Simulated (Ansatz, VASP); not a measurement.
## GeCl3 in VASP and in Ansatz

Contents of INCAR:

```
PREC     = Accurate       # precision mode
ENCUT    = 600            # plane-wave cutoff, eV
EDIFF    = 1E-7           # SCF threshold, eV
ISMEAR   = 0              # smearing method
SIGMA    = 0.1            # smearing width, eV
LREAL    = False          # projectors in reciprocal space
LASPH    = True           # aspherical terms in the spheres
NELM     = 100            # most SCF steps
ALGO     = Fast           # electronic algorithm
ISIF     = 3              # what is computed and relaxed
LWAVE    = False          # write WAVECAR
LCHARG   = False          # write CHGCAR
GGA      = PE             # functional
IBRION   = 2              # ionic algorithm
NSW      = 90             # ionic steps
EDIFFG   = -0.04          # ionic threshold
```

The input KPOINTS:

```
regular mesh
0
Gamma
  4 4 6
```

Contents of POSCAR:

```
GeCl3
1.0
    5.4420422715      0.0000000000      0.0000000000
    0.0000000000      5.4420422715      0.0000000000
    0.0000000000      0.0000000000      3.5079709434
Ge Cl
1 3
Direct
    0.5000000000      0.5000000000      0.0000000000
    0.0000000000      0.5000000000      0.0000000000
    0.5000000000      0.0000000000      0.0000000000
    0.0000000000      0.0000000000      0.0000000000
```

Input for Ansatz:

```yaml
crystal:
  lattice:
    - [5.4420422715, 0.0, 0.0]
    - [0.0, 5.4420422715, 0.0]
    - [0.0, 0.0, 3.5079709434]
  atoms:
    - { symbol: Ge, position: [0.5, 0.5, 0.0] }
    - { symbol: Cl, position: [0.0, 0.5, 0.0] }
    - { symbol: Cl, position: [0.5, 0.0, 0.0] }
    - { symbol: Cl, position: [0.0, 0.0, 0.0] }
basis:
  ecutwfc: 420
kpoints:
  mp_grid: { grid: [4, 4, 6] }
hamiltonian:
  xc: pbe
scf:
  occupations: { method: gaussian, width: 0.1 }
  lower_state_search: "off"
output:
  forces: true
  stress: true
  eigenvalues: true
relax:
  adjacent_minimum: "off"
  f_tol: 0.04
  max_steps: 70
  cell: { stress_tol: 0.4 }
```

Alike in both runs: task relaxation of cell and atoms; functional PBE; k mesh 4 × 4 × 6; occupations gaussian, width 0.1 eV; no spin polarisation.

```csv
,VASP,Ansatz
version,VASP 6.6.1,Ansatz 0.2.0
potentials or method,"VASP PAW PBE potentials, release 64 (Ge_d, Cl), cutoff 600 eV","scalar-relativistic, plane waves, PAW"
valence electrons in the cell,35,35
```

|  | VASP | Ansatz | Ansatz less VASP |
| --- | --- | --- | --- |
| gap on the k mesh at the Fermi level, each at its own relaxed structure (eV) | none | none | - |
| relaxed volume (Å³/atom) | 26.49 | 26.43 | -0.055 |
| relaxed length of the cell vector where the two differ most in proportion (Å) | 3.599 | 3.588 | -0.0111 |

A gap of «none» marks a metal or a gap that the smearing closes.
